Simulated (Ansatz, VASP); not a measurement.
AlOs3 in VASP and in Ansatz

```
Al Os
1.0
     3.86059    0.00000    0.00000
     0.00000    3.86059    0.00000
     0.00000    0.00000    3.86059
Al Os
1 3
Direct
  0.00000 0.00000 0.00000
  0.00000 0.50000 0.50000
  0.50000 0.00000 0.50000
  0.50000 0.50000 0.00000
```

Alike in both runs: functional PBE; k mesh 12 × 12 × 12; occupations gaussian, width 0.1 eV; no spin polarisation.

Ansatz relaxed the structure, and its values are those at the end. VASP's run is a single point on that final structure, the one shown.

|  | VASP | Ansatz |
| --- | --- | --- |
| version | VASP 6.6.1 | Ansatz 0.2.0 |
| potentials or method | VASP PAW PBE potentials, release 64 (Al, Os), cutoff 520 eV | scalar-relativistic, plane waves, PAW |
| valence electrons in the cell | 27 | 51 |

```csv
,VASP,Ansatz,Ansatz less VASP
gap on the k mesh at the Fermi level (eV),none,none,-
pressure (GPa),0.1,0.0,-0.11
```

A gap of «none» marks a metal or a gap that the smearing closes. VASP's potentials hold 27 valence electrons a cell and Ansatz's 51, so a difference there can come from the potentials and not from the codes.

Neither program's run includes spin-orbit coupling.
